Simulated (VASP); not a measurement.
Wanted: the native input for a VASP 6.6.1 run.

- Task: relaxation of cell and atoms
- Functional: PBE
- Potentials or basis: VASP PAW PBE potentials, release 64 (W_sv)
- Cutoff: 600 eV
- k mesh: 18 × 18 × 18
- Occupations: gaussian, width 0.1 eV
- Spin: no spin polarisation
- Dipole correction: no
- Further INCAR settings: ALGO = Normal; EDIFF = 1e-06; IBRION = 2; EDIFFG = -0.005; NSW = 100; ISIF = 3

The structure of W lies in POSCAR:

```
W
1.0
   -1.5823450000      1.5823450000      1.5823450000
    1.5823450000     -1.5823450000      1.5823450000
    1.5823450000      1.5823450000     -1.5823450000
W
1
Direct
    0.0000000000      0.0000000000      0.0000000000
```

These files were run (other wordings do the same):

INCAR

```
PREC = Accurate
ENCUT = 600
EDIFF = 1E-6
ISMEAR = 0
SIGMA = 0.1
LREAL = False
LASPH = True
NELM = 100
ALGO = Normal
ISIF = 3
LWAVE = False
LCHARG = False
GGA = PE
IBRION = 2
NSW = 100
EDIFFG = -0.005
```

KPOINTS

```
Automatic mesh
0
Gamma
  18 18 18
```

Potentials or basis: VASP PAW PBE potentials, release 64 (W_sv).

The run is started by

```sh
$ cat potpaw_PBE.64/W_sv/POTCAR > POTCAR
$ mpirun -np 1 vasp_std > vasp.out
```

Results of the run:

```json
{
 "Relaxed volume": "16.16 Å³/atom",
 "Relaxed cell": "a = 2.759 Å, b = 2.759 Å, c = 2.759 Å, α = 109.47°, β = 109.47°, γ = 109.47°",
 "Space group after relaxing (to 0.05 Å)": "Im-3m (No. 229)",
 "Energy gained by relaxing": "6.0 meV/atom",
 "Ionic steps": "4",
 "Pressure after relaxing": "0.0 GPa",
 "Band gap on the k mesh": "zero (band 7 reaches 16.19 eV, above the bottom of band 8 at 9.97 eV)"
}
```

Caveat: spin-orbit coupling is left out, which moves the levels of the heavy elements.

Run time: 25 s on 1 thread of Intel(R) Xeon(R) 6975P-C (Granite Rapids), on a shared host, peak memory 0.18 GiB.
